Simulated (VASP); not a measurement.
A run of VASP 6.6.1:

File INCAR:

```
  ALGO = Fast
  EDIFF = 1E-8
  ENCUT = 520
  GGA = PE
  IBRION = 8
  ISIF = 2
  ISMEAR = -1
  LASPH = T
  LCHARG = F
  LREAL = F
  LWAVE = F
  NELM = 100
  NSW = 1
  PREC = Accurate
  SIGMA = 0.15
```

The input KPOINTS:

```
k-points
0
Gamma
  20 20 20
```

The input POSCAR:

```
W
1.0
    0.0000000000      2.0328326182      2.0328326182
    2.0328326182      0.0000000000      2.0328326182
    2.0328326182      2.0328326182      0.0000000000
W
1
Direct
    0.0000000000      0.0000000000      0.0000000000
```

Potentials or basis: VASP PAW PBE potentials, release 64 (W_sv).

Launch:

```sh
$ cat potpaw_PBE.64/W_sv/POTCAR > POTCAR
$ mpirun -np 1 vasp_std > vasp.out
```

Hardware: 1 thread of Intel Xeon 8259CL, with other jobs on the host.

Question: Estimate the wall time of this run.

Answer: It took 3.7 min on 1 thread of Intel Xeon 8259CL, with other jobs on the host, peak memory 0.36 GiB. Counts: scf iterations 38, k points 256.
